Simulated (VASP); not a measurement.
# SrVO3 (Pm-3m) in VASP: notebook

The runs below take SrVO3 through single point, with PBE.

Everything below comes from runs of VASP 6.6.1. Logs are shortened: lines on timing, memory, paths and dates and some standing lists are left out, and cuts for length are marked.

## Step 1: The cell of the first run

It takes space group Pm-3m (No. 221, cubic). The conventional cell has a = 3.820 Å, b = 3.820 Å, c = 3.820 Å, α = 90.00°, β = 90.00°, γ = 90.00°. Sr (site symmetry m-3m) has 12 O at 2.70 Å and 8 V at 3.31 Å within 3.6 Å. Within 2.5 Å of V (site symmetry m-3m) lie 6 O at 1.91 Å. O (site symmetry 4/mmm) has 2 V at 1.91 Å within 2.5 Å.

## Step 2: Single point, PBE, collinear spin, ferromagnetic start (11.15 Å³/atom)

INCAR reads:

```
PREC = Accurate
ENCUT = 520
EDIFF = 1E-7
ISMEAR = 0
SIGMA = 0.1
LREAL = False
LASPH = True
NELM = 150
ALGO = Normal
ISIF = 2
LWAVE = False
LCHARG = False
ISPIN = 2
MAGMOM = 0 0.29 0 0 0
LORBIT = 11
LMAXMIX = 4
GGA = PE
NBANDS = 32
```

KPOINTS reads:

```
Automatic mesh
0
Gamma
  10 10 10
```

POSCAR reads:

```
SrVO3
1.0
    3.8198809965      0.0000000000      0.0000000000
    0.0000000000      3.8198809965      0.0000000000
    0.0000000000      0.0000000000      3.8198809965
Sr V O
1 1 3
Direct
    0.5000000000      0.5000000000      0.5000000000
    0.0000000000      0.0000000000      0.0000000000
    0.5000000000      0.0000000000      0.0000000000
    0.0000000000      0.5000000000      0.0000000000
    0.0000000000      0.0000000000      0.5000000000
```

Potentials or basis: VASP PAW PBE potentials, release 64 (Sr_sv, V_sv, O).

Launch:

```sh
$ cat potpaw_PBE.64/Sr_sv/POTCAR potpaw_PBE.64/V_sv/POTCAR potpaw_PBE.64/O/POTCAR > POTCAR
$ mpirun -np 1 vasp_std > vasp.out
```

OUTCAR:

```text
PREC = Accurate
   ENCUT = 520
   EDIFF = 1E-7
   ISMEAR = 0
   LREAL = False
   LASPH = True
   NELM = 150
   ISIF = 2
   ISPIN = 2
   LORBIT = 11
   GGA = PE

 ion  position               nearest neighbor table
   1  0.500  0.500  0.500-   3 2.70   4 2.70   5 2.70   3 2.70   4 2.70   3 2.70   5 2.70   3 2.70
                             4 2.70   5 2.70   4 2.70   5 2.70   2 3.31   2 3.31   2 3.31   2 3.31
   2  0.000  0.000  0.000-   3 1.91   4 1.91   5 1.91   5 1.91   4 1.91   3 1.91   1 3.31   1 3.31
                             1 3.31   1 3.31   1 3.31   1 3.31   1 3.31   1 3.31
   3  0.500  0.000  0.000-   2 1.91   2 1.91   1 2.70   1 2.70   1 2.70   1 2.70
   4  0.000  0.500  0.000-   2 1.91   2 1.91   1 2.70   1 2.70   1 2.70   1 2.70
   5  0.000  0.000  0.500-   2 1.91   2 1.91   1 2.70   1 2.70   1 2.70   1 2.70

  LATTYP: Found a simple cubic cell.
 ALAT       =     3.8198809965

  Lattice vectors:

 A1 = (   3.8198809965,   0.0000000000,   0.0000000000)
 A2 = (   0.0000000000,   3.8198809965,   0.0000000000)
 A3 = (   0.0000000000,   0.0000000000,   3.8198809965)

Analysis of symmetry for initial positions (statically):
=====================================================================
 Subroutine PRICEL returns:
 Original cell was already a primitive cell.

 Routine SETGRP: Setting up the symmetry group for a
 simple cubic supercell.

 Subroutine GETGRP returns: Found 48 space group operations
 (whereof 48 operations were pure point group operations)
 out of a pool of 48 trial point group operations.

The static configuration has the point symmetry O_h .

Analysis of symmetry for dynamics (positions and initial velocities):
=====================================================================
 Subroutine PRICEL returns:
 Original cell was already a primitive cell.

 Routine SETGRP: Setting up the symmetry group for a
 simple cubic supercell.

 Subroutine GETGRP returns: Found 48 space group operations
 (whereof 48 operations were pure point group operations)
 out of a pool of 48 trial point group operations.

The dynamic configuration has the point symmetry O_h .

Analysis of structural, dynamic, and magnetic symmetry:
=====================================================================
 Subroutine PRICEL returns:
 Original cell was already a primitive cell.

 Routine SETGRP: Setting up the symmetry group for a
 simple cubic supercell.

 Subroutine GETGRP returns: Found 48 space group operations
 (whereof 48 operations were pure point group operations)
 out of a pool of 48 trial point group operations.

The overall configuration has the point symmetry O_h .

 Subroutine INISYM returns: Found 48 space group operations
 (whereof 48 operations are pure point group operations),
 and found     1 'primitive' translations

----------------------------------------------------------------------------------------

                                     Primitive cell

  volume of cell :      55.7378

  direct lattice vectors                    reciprocal lattice vectors
     3.819880996  0.000000000  0.000000000     0.261788260  0.000000000  0.000000000
     0.000000000  3.819880996  0.000000000     0.000000000  0.261788260  0.000000000
     0.000000000  0.000000000  3.819880996     0.000000000  0.000000000  0.261788260

  length of vectors
     3.819880996  3.819880996  3.819880996     0.261788260  0.261788260  0.261788260

  position of ions in fractional coordinates (direct lattice)
     0.500000000  0.500000000  0.500000000
     0.000000000  0.000000000  0.000000000
     0.500000000  0.000000000  0.000000000
     0.000000000  0.500000000  0.000000000
     0.000000000  0.000000000  0.500000000

  ion indices of the primitive-cell ions
   primitive index   ion index
                 1           1
                 2           2
                 3           3
                 4           4
                 5           5

----------------------------------------------------------------------------------------

 KPOINTS: Automatic mesh

Automatic generation of k-mesh.
 Grid dimensions read from file:
 generate k-points for:   10   10   10

 Generating k-lattice:

  Cartesian coordinates                     Fractional coordinates (reciprocal lattice)
     0.026178826  0.000000000  0.000000000     0.100000000  0.000000000  0.000000000
     0.000000000  0.026178826  0.000000000     0.000000000  0.100000000  0.000000000
     0.000000000  0.000000000  0.026178826     0.000000000  0.000000000  0.100000000

  Length of vectors
     0.026178826  0.026178826  0.026178826

  Shift w.r.t. Gamma in fractional coordinates (k-lattice)
     0.000000000  0.000000000  0.000000000

 Subroutine IBZKPT returns following result:
 ===========================================

 Found     56 irreducible k-points:

 Following reciprocal coordinates:
            Coordinates               Weight
  0.000000  0.000000  0.000000      1.000000
  0.100000  0.000000  0.000000      6.000000
  0.200000  0.000000  0.000000      6.000000
  0.300000  0.000000  0.000000      6.000000
  0.400000  0.000000  0.000000      6.000000
  0.500000  0.000000  0.000000      3.000000
[... 16 lines left out ...]
  0.200000  0.100000  0.100000     24.000000
  0.300000  0.100000  0.100000     24.000000
 [... further k-points ...]
   k-points           NKPTS =     56   k-points in BZ     NKDIM =     56   number of bands    NBANDS=     32
   number of dos      NEDOS =    301   number of ions     NIONS =      5
   total plane-waves  NPLWV =  21952
   dimension x,y,z NGX =    28 NGY =   28 NGZ =   28
   dimension x,y,z NGXF=    56 NGYF=   56 NGZF=   56
   ions per type =               1   1   3
   NGX,Y,Z   is equivalent  to a cutoff of  12.19, 12.19, 12.19 a.u.
   NGXF,Y,Z  is equivalent  to a cutoff of  24.37, 24.37, 24.37 a.u.
 SYSTEM =  unknown system
   PREC   = accura    normal or accurate (medium, high low for compatibility)
   ISTART =      0    job   : 0-new  1-cont  2-samecut
   ICHARG =      2    charge: 1-file 2-atom 10-const
   ISPIN  =      2    spin polarized calculation?
   LNONCOLLINEAR =      F non collinear calculations
   LSORBIT =      F    spin-orbit coupling
   LASPH  =      T    aspherical Exc in radial PAW
   ENCUT  =  520.0 eV  38.22 Ry    6.18 a.u.   7.10  7.10  7.10*2*pi/ulx,y,z
   NELM   =    150;   NELMIN=  2; NELMDL= -5     # of ELM steps
   EDIFF  = 0.1E-06   stopping-criterion for ELM
   LREAL  =      F    real-space projection
   EDIFFG = 0.1E-05   stopping-criterion for IOM
   NSW    =      0    number of steps for IOM
   IBRION =     -1    ionic relax: 0-MD 1-quasi-New 2-CG
   NFREE  =      0    steps in history (QN), initial steepest desc. (CG)
   ISIF   =      2    stress and relaxation
   ISYM   =      2    0-nonsym 1-usesym 2-fastsym
   POTIM  = 0.5000    time-step for ionic-motion
   TEBEG  =    0.0;   TEEND  =   0.0 temperature during run
   PSTRESS=    0.0 pullay stress
   NELECT =      41.0000    total number of electrons
   NUPDOWN=      -1.0000    fix difference up-down
   EMIN   =  10.00;   EMAX   =-10.00  energy-range for DOS
   EFERMI =   0.00;   METHOD = LEGACY
   ISMEAR =     0;   SIGMA  =   0.10  broadening in eV -4-tet -1-fermi 0-gaus
   EFERMI_NEDOS =   21; number of points for ismear=-14 and -15
   IALGO  =     38    algorithm
   IMIX   =      4    mixing-type and parameters
     AMIX     =   0.40;   BMIX     =  1.00
     AMIX_MAG =   1.60;   BMIX_MAG =  1.00
  volume/ion in A,a.u.               =      11.15        75.23
  Fermi-wavevector in a.u.,A,eV,Ry     =   1.477813  2.792662 29.714207  2.183933
  Thomas-Fermi vector in A             =   2.592171
   LORBIT       =     11    0 simple, 1 ext, 2 COOP (PROOUT), +10 PAW based schemes
   GGA     = PE    functional components
   LHFCALC =     F    Hartree Fock is set to
   AEXX    =    0.0000 exact exchange contribution
   IVDW    =     0    specifies the selected vdW correction
   LEPSILON=     F    determine dielectric tensor
   LRPA    =     F    only Hartree local field effects (RPA)
 spin polarized calculation
 Gauss-broadening in eV      SIGMA  =   0.10
  energy-cutoff  :      520.00
  volume of cell :       55.74
 maximum number of plane-waves:      1516
   NGX = 15   NGY = 15   NGZ = 15

 number of electron      40.9999967 magnetization       0.3081655

 Free energy of the ion-electron system (eV)
  ---------------------------------------------------
  ext. energy  EPLUGINS =         0.00000000
  ---------------------------------------------------
  free energy    TOTEN  =       -39.23827022 eV

  energy without entropy =      -39.23047570  energy(sigma->0) =      -39.23437296

 E-fermi :   6.5113     XC(G=0): -11.6645

 val. band max:        6.5090924772   @ k =   0.2000   0.2000   0.0000
 cond. band min:       6.5136526217   @ k =   0.2000   0.1000   0.0000
 fundamental gap:      0.0045601445
 Fermi energy:         6.5112857370

 spin component 1

 k-point     1 :       0.0000    0.0000    0.0000
  band No.  band energies     occupation
      1     -59.5122      1.00000
      2     -33.3541      1.00000
      3     -33.3541      1.00000
      4     -33.3541      1.00000
      5     -28.0666      1.00000
      6     -13.3961      1.00000
[... 24 lines left out ...]
     31      13.0368      0.00000
     32      20.0031      0.00000

 k-point     2 :       0.1000    0.0000    0.0000
  band No.  band energies     occupation
      1     -59.5121      1.00000
      2     -33.3578      1.00000
      3     -33.3539      1.00000
      4     -33.3539      1.00000
      5     -28.0632      1.00000
      6     -13.3973      1.00000
[... 24 lines left out ...]
     31      13.1591      0.00000
     32      20.0191      0.00000
[... 733 lines left out ...]
     31      13.7234      0.00000
     32      19.9830      0.00000

 k-point    24 :       0.3000    0.1000    0.1000
  band No.  band energies     occupation
      1     -59.5115      1.00000
      2     -33.3787      1.00000
      3     -33.3564      1.00000
      4     -33.3563      1.00000
      5     -28.0381      1.00000
      6     -13.4033      1.00000
[... 24 lines left out ...]
     31      14.3325      0.00000
     32      19.4996      0.00000

 [... further k-points ...]

 spin component 2

 k-point     1 :       0.0000    0.0000    0.0000
  band No.  band energies     occupation
      1     -59.2058      1.00000
      2     -33.0534      1.00000
      3     -33.0534      1.00000
      4     -33.0534      1.00000
      5     -28.0665      1.00000
      6     -13.3876      1.00000
[... 24 lines left out ...]
     31      13.0671      0.00000
     32      20.1602      0.00000

 k-point     2 :       0.1000    0.0000    0.0000
  band No.  band energies     occupation
      1     -59.2057      1.00000
      2     -33.0572      1.00000
      3     -33.0532      1.00000
      4     -33.0532      1.00000
      5     -28.0631      1.00000
      6     -13.3889      1.00000
[... 24 lines left out ...]
     31      13.1874      0.00000
     32      20.1661      0.00000
[... 733 lines left out ...]
     31      13.7419      0.00000
     32      20.0909      0.00000

 k-point    24 :       0.3000    0.1000    0.1000
  band No.  band energies     occupation
      1     -59.2051      1.00000
      2     -33.0791      1.00000
      3     -33.0558      1.00000
      4     -33.0557      1.00000
      5     -28.0379      1.00000
      6     -13.3961      1.00000
[... 24 lines left out ...]
     31      14.3451      0.00000
     32      19.5561      0.00000

 [... further k-points ...]

------------------------ aborting loop because EDIFF is reached ----------------------------------------

  FORCE on cell =-STRESS in cart. coord.  units (eV):
  Direction    XX          YY          ZZ          XY          YZ          ZX
  --------------------------------------------------------------------------------------
  -------------------------------------------------------------------------------------
  Total        2.3792212      2.3792212      2.3792212     -0.0000000     -0.0000000      0.0000000
  in kB       68.3905193     68.3905193     68.3905193     -0.0000000     -0.0000000      0.0000000
  external PRESSURE =      68.3905193 kB  Pullay stress =       0.0000000 kB

 VOLUME and BASIS-vectors are now :
 -----------------------------------------------------------------------------
  energy-cutoff  :      520.00
  volume of cell :       55.74
      direct lattice vectors                 reciprocal lattice vectors
     3.819880996  0.000000000  0.000000000     0.261788260  0.000000000  0.000000000
     0.000000000  3.819880996  0.000000000     0.000000000  0.261788260  0.000000000
     0.000000000  0.000000000  3.819880996     0.000000000  0.000000000  0.261788260

 POSITION                                       TOTAL-FORCE (eV/Angst)
 -----------------------------------------------------------------------------------
      1.90994      1.90994      1.90994         0.000000      0.000000      0.000000
      0.00000      0.00000      0.00000         0.000000      0.000000      0.000000
      1.90994      0.00000      0.00000         0.000000      0.000000      0.000000
      0.00000      1.90994      0.00000         0.000000      0.000000      0.000000
      0.00000      0.00000      1.90994         0.000000      0.000000      0.000000
 -----------------------------------------------------------------------------------
    total drift:                               -0.000000      0.000000     -0.000000

  FREE ENERGIE OF THE ION-ELECTRON SYSTEM (eV)
  ---------------------------------------------------
  free  energy   TOTEN  =       -39.2382702162 eV

  energy  without entropy=      -39.2304757009  energy(sigma->0) =      -39.23437296

 total charge

# of ion       s       p       d       tot
------------------------------------------
    1        2.001   5.806   0.227   8.033
    2        2.292   6.363   2.979  11.633
    3        1.565   3.492   0.000   5.057
    4        1.565   3.492   0.000   5.057
    5        1.565   3.492   0.000   5.057
--------------------------------------------------
tot          8.988  22.644   3.206  34.838

 magnetization (x)

# of ion       s       p       d       tot
------------------------------------------
    1       -0.000  -0.000   0.001   0.000
    2        0.002   0.002   0.285   0.289
    3       -0.000  -0.001   0.000  -0.002
    4       -0.000  -0.001   0.000  -0.002
    5       -0.000  -0.001   0.000  -0.002
--------------------------------------------------
tot          0.001  -0.002   0.286   0.285
```

It took 4.7 min on 1 thread of Intel Xeon 8259CL, shared host; peak memory 0.29 GiB.

What came out:

| Item | Value |
| --- | --- |
| Free energy | -39.2383 eV |
| Pressure | 6.8 GPa |
| Net moment | 0.31 μB per cell |
| Site moments | Sr +0.00; V +0.29; O -0.00 μB |
| Valence electrons inside the program's atomic spheres | Sr 8.03; V 11.63; O 5.06 |

Levels at points of the mesh, in eV from the Fermi level:
Spin up:
```csv
k point,band 16,band 17,band 18,band 19,band 20,band 21,band 22,band 23,band 24,band 25
"(0.00, 0.00, 0.00)",-3.35,-3.35,-2.47,-2.47,-2.47,-1.16,-1.16,-1.16,1.24,1.24
"(0.50, 0.00, 0.00)",-4.71,-4.68,-4.24,-2.93,-2.93,-1.04,0.84,0.84,1.26,3.62
"(0.50, 0.50, 0.00)",-5.27,-4.19,-3.71,-3.71,-2.20,0.81,0.81,1.17,2.31,5.54
"(0.50, 0.50, 0.50)",-6.06,-6.06,-2.09,-2.09,-2.09,1.41,1.41,1.41,5.22,5.22
```
Spin down:
```tsv
k point	band 18	band 19	band 20	band 21	band 22	band 23
(0.00, 0.00, 0.00)	-2.47	-2.47	-2.47	-0.83	-0.83	-0.83
(0.50, 0.00, 0.00)	-4.23	-2.93	-2.93	-0.69	1.13	1.13
(0.50, 0.50, 0.00)	-3.71	-3.71	-2.19	1.11	1.11	1.49
(0.50, 0.50, 0.50)	-2.09	-2.09	-2.09	1.73	1.73	1.73
```

Caveat: the cell stands under pressure; semilocal functionals often make such compounds metallic where correlation or magnetic order opens a gap, which also shifts bond lengths. With open d or f shells a metallic result of PBE can be an artefact of self-interaction; +U or a hybrid may open a gap.

## Step 3: Single point, PBE, collinear spin, ferromagnetic start

This run uses another cell than the first one, of 11.49 Å³/atom.

INCAR reads:

```
SYSTEM = SrVO3
PREC     = Accurate       ! precision mode
ENCUT    = 520            ! plane-wave cutoff, eV
EDIFF    = 1E-6           ! SCF threshold, eV
ISMEAR   = 0              ! smearing method
SIGMA    = 0.1            ! smearing width, eV
LREAL    = .False.        ! projectors in reciprocal space
LASPH    = .True.         ! aspherical terms in the spheres
NELM     = 150            ! most SCF steps
ALGO     = Normal         ! electronic algorithm
ISIF     = 2              ! what is computed and relaxed
LWAVE    = .False.        ! write WAVECAR
LCHARG   = .False.        ! write CHGCAR
ISPIN    = 2              ! spin polarisation
MAGMOM   = 0 0.29 0 0 0   ! initial moments
LORBIT   = 11             ! projections on sites
LMAXMIX  = 4              ! l up to which the mixer works
GGA      = PE             ! functional
NBANDS   = 32             ! bands
```

KPOINTS reads:

```
Automatic mesh
0
Gamma
  10 10 10
  0 0 0
```

POSCAR: that of step 2 with these lines changed.

```diff
@@ -2,5 +2,5 @@
 1.0
-    3.8198809965      0.0000000000      0.0000000000
-    0.0000000000      3.8198809965      0.0000000000
-    0.0000000000      0.0000000000      3.8198809965
+    3.8588620664      0.0000000000      0.0000000000
+    0.0000000000      3.8588620664      0.0000000000
+    0.0000000000      0.0000000000      3.8588620664
 Sr V O
```

Potentials or basis: VASP PAW PBE potentials, release 64 (Sr_sv, V_sv, O).

Launch:

```sh
$ cat potpaw_PBE.64/Sr_sv/POTCAR potpaw_PBE.64/V_sv/POTCAR potpaw_PBE.64/O/POTCAR > POTCAR
$ mpirun -np 1 vasp_std > vasp.out
```

Run time: 5.1 min. Hardware: 1 thread of Intel Xeon 8259CL, shared host; peak memory 0.3 GiB.

It converged, with:

```yaml
Free_energy: -39.2812 eV
Pressure: 0.9 GPa
Net_moment: 0.34 μB per cell
Site_moments: Sr +0.00; V +0.32; O -0.00 μB
Valence_electrons_inside_the_program's_atomic_spheres: Sr 8.01; V 11.56; O 5.04
```

Levels at points of the mesh, in eV from the Fermi level:
Spin up:
```tsv
k point	band 17	band 18	band 19	band 20	band 21	band 22	band 23	band 24
(0.00, 0.00, 0.00)	-3.22	-2.41	-2.41	-2.41	-1.14	-1.14	-1.14	1.13
(0.50, 0.00, 0.00)	-4.55	-4.06	-2.85	-2.85	-1.03	0.77	0.77	1.14
(0.50, 0.50, 0.00)	-4.11	-3.61	-3.61	-2.11	0.74	0.74	1.08	2.14
(0.50, 0.50, 0.50)	-5.90	-2.02	-2.02	-2.02	1.31	1.31	1.31	5.17
```
Spin down:
| k point | band 18 | band 19 | band 20 | band 21 | band 22 | band 23 |
| --- | --- | --- | --- | --- | --- | --- |
| (0.00, 0.00, 0.00) | -2.41 | -2.41 | -2.41 | -0.77 | -0.77 | -0.77 |
| (0.50, 0.00, 0.00) | -4.06 | -2.85 | -2.85 | -0.64 | 1.09 | 1.09 |
| (0.50, 0.50, 0.00) | -3.60 | -3.60 | -2.11 | 1.07 | 1.07 | 1.44 |
| (0.50, 0.50, 0.50) | -2.02 | -2.02 | -2.02 | 1.66 | 1.66 | 1.66 |

Caveat: semilocal functionals often make such compounds metallic where correlation or magnetic order opens a gap, which also shifts bond lengths. With open d or f shells a metallic result of PBE can be an artefact of self-interaction; +U or a hybrid may open a gap.
